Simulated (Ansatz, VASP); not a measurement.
**One calculation of Al3Pd, two programs**

File INCAR:

```
SYSTEM = Al3Pd
PREC     = Accurate       ! precision mode
ENCUT    = 500            ! plane-wave cutoff, eV
EDIFF    = 1E-6           ! SCF threshold, eV
ISMEAR   = 1              ! smearing method
SIGMA    = 0.2            ! smearing width, eV
LREAL    = .FALSE.        ! projectors in reciprocal space
LASPH    = .TRUE.         ! aspherical terms in the spheres
NELM     = 120            ! most SCF steps
ALGO     = Normal         ! electronic algorithm
ISIF     = 2              ! what is computed and relaxed
LWAVE    = .FALSE.        ! write WAVECAR
LCHARG   = .FALSE.        ! write CHGCAR
GGA      = PE             ! functional
NBANDS   = 18             ! bands
GGA_COMPAT= .FALSE.
```

KPOINTS

```
regular mesh
0
G
  10 10 10
  0 0 0
```

Contents of POSCAR:

```
Al3Pd
1.0
    3.9469100000      0.0000000000      0.0000000000
    0.0000000000      3.9469100000      0.0000000000
    0.0000000000      0.0000000000      3.9469100000
Al Pd
3 1
Direct
    0.0000000000      0.5000000000      0.5000000000
    0.5000000000      0.0000000000      0.5000000000
    0.5000000000      0.5000000000      0.0000000000
    0.0000000000      0.0000000000      0.0000000000
```

Input for Ansatz:

```yaml
crystal:
  lattice:
    - [3.94691, 0.0, 0.0]
    - [0.0, 3.94691, 0.0]
    - [0.0, 0.0, 3.94691]
  atoms:
    - { symbol: Al, position: [0.0, 0.5, 0.5] }
    - { symbol: Al, position: [0.5, 0.0, 0.5] }
    - { symbol: Al, position: [0.5, 0.5, 0.0] }
    - { symbol: Pd, position: [0.0, 0.0, 0.0] }
basis:
  ecutwfc: 420
kpoints:
  mp_grid: { grid: [10, 10, 10] }
hamiltonian:
  xc: pbe
scf:
  occupations: { method: methfessel_paxton, width: 0.2 }
output:
  forces: true
  stress: true
  eigenvalues: true
```

Alike in both runs: task single point; functional PBE; k mesh 10 × 10 × 10; occupations methfessel-paxton of order 1, width 0.2 eV; no spin polarisation.

```csv
,VASP,Ansatz
version,VASP 6.6.1,Ansatz 0.2.0
potentials or method,"VASP PAW PBE potentials, release 64 (Al, Pd), cutoff 500 eV","scalar-relativistic, plane waves, PAW"
valence electrons in the cell,19,27
```

|  | VASP | Ansatz | Ansatz less VASP |
| --- | --- | --- | --- |
| gap on the k mesh at the Fermi level (eV) | none | none | - |
| pressure (GPa) | 1.2 | 1.2 | +0.02 |

A gap of «none» marks a metal or a gap that the smearing closes. The functional is the same, so the differences come from potentials, cutoffs and numerics. VASP's potentials hold 19 valence electrons a cell and Ansatz's 27, so a difference there can come from the potentials and not from the codes.
